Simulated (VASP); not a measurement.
Here is a VASP 6.6.1 calculation.

INCAR

```
ALGO = Normal
EDIFF = 1E-7
EDIFFG = -0.04
ENCUT = 600
GGA = PE
IBRION = 2
ISIF = 3
ISMEAR = 0
LASPH = T
LCHARG = F
LREAL = F
LWAVE = F
NELM = 100
NSW = 90
PREC = Accurate
SIGMA = 0.1
```

File KPOINTS:

```
k-points
0
Gamma
  4 4 4
```

The input POSCAR:

```
Ga3O2
1.0
    3.8656899400      0.0000000000      0.0000000000
    0.0000000000      3.8656899400      0.0000000000
    0.0000000000      0.0000000000      6.0035560100
Ga O
3 2
Direct
    0.0000000000      0.0000000000      0.6474508500
    0.0000000000      0.0000000000      0.3525491500
    0.5000000000      0.5000000000      0.5000000000
    0.0000000000      0.0000000000      0.1250947700
    0.0000000000      0.0000000000      0.8749052300
```

Potentials or basis: VASP PAW PBE potentials, release 64 (Ga_d, O).

Command:

```sh
$ cat potpaw_PBE.64/Ga_d/POTCAR potpaw_PBE.64/O/POTCAR > POTCAR
$ mpirun -np 1 vasp_std > vasp.out
```

Task: Predict the relaxed volume.

Result: 19.20 Å³/atom.

Task: What does it give for the space group after relaxing (to 0.05 Å)?

Result: P4/mmm (No. 123).

Task: Predict the relaxed cell.

Result: a = 3.454 Å, b = 3.454 Å, c = 8.045 Å, α = 90.00°, β = 90.00°, γ = 90.00°.

Final structure:
```yaml
crystal:
  lattice:
    - [3.45432, 0.00000, 0.00000]
    - [0.00000, 3.45432, 0.00000]
    - [0.00000, 0.00000, 8.04477]
  atoms:
    - { symbol: Ga, position: [0.00000, 0.00000, 0.69032] }
    - { symbol: Ga, position: [0.00000, 0.00000, 0.30968] }
    - { symbol: Ga, position: [0.50000, 0.50000, 0.50000] }
    - { symbol: O, position: [0.00000, 0.00000, 0.91460] }
    - { symbol: O, position: [0.00000, 0.00000, 0.08540] }
```

Caveat: the k points lie up to 0.45 Å⁻¹ apart in the final cell; an odd number of electrons without spin polarisation forces a metal; a magnetic or distorted state may lie lower.
